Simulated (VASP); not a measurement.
Here is a VASP 6.6.1 calculation.

POSCAR

```
ZnGa2N2
1.0
    0.0000000000      3.5872960000      0.0000000000
    3.5872960000      0.0000000000      0.0000000000
    1.7936480000      1.7936480000     -5.6397090000
Ga Zn N
2 1 2
Direct
    0.3443000000      0.3443000000      0.3114000000
    0.6557000000      0.6557000000      0.6886000000
    0.0000000000      0.0000000000      0.0000000000
    0.1411000000      0.1411000000      0.7178000000
    0.8589000000      0.8589000000      0.2822000000
```

The input INCAR.step1:

```
ALGO = Normal
EDIFF = 1E-4
ENCUT = 520
GGA = PE
ISMEAR = -1
LASPH = True
LCHARG = False
LREAL = False
LWAVE = True
NBANDS = 32
NELM = 60
PREC = Accurate
SIGMA = 0.1
```

The input INCAR.step2:

```
ALGO = Normal
EDIFF = 1E-6
ENCUT = 520
ISIF = 2
ISMEAR = -1
ISTART = 1
LASPH = True
LCHARG = False
LMIXTAU = True
LREAL = False
LWAVE = False
METAGGA = R2SCAN
NBANDS = 32
NELM = 60
PREC = Accurate
SIGMA = 0.1
```

The input KPOINTS:

```
k-points
0
Gamma
  10 10 10
```

Potentials or basis: VASP PAW PBE potentials, release 64 (Ga_d, Zn, N).

The run is started by

```bash
$ cat potpaw_PBE.64/Ga_d/POTCAR potpaw_PBE.64/Zn/POTCAR potpaw_PBE.64/N/POTCAR > POTCAR
$ cp INCAR.step1 INCAR
$ mpirun -np 1 vasp_std > vasp.out
$ cp INCAR.step2 INCAR
$ mpirun -np 1 vasp_std > vasp.out
```

**Question.** Estimate the largest force.

**Answer.** 9.698 eV/Å.

**Question.** What does it give for the pressure?

**Answer.** 7.7 GPa.

**Question.** What does it give for the band gap on the k mesh?

**Answer.** Zero (bands 24 and 25 overlap by 2.19 eV).

Stress tensor (GPa, compression positive):
```
-10.37   0.00   0.00
  0.00 -10.37   0.00
  0.00   0.00  43.77
```

Caveat: the stress differs along the axes, from -10 to 44 GPa; the PAW data sets were made with another functional, which shifts forces and pressure a little.
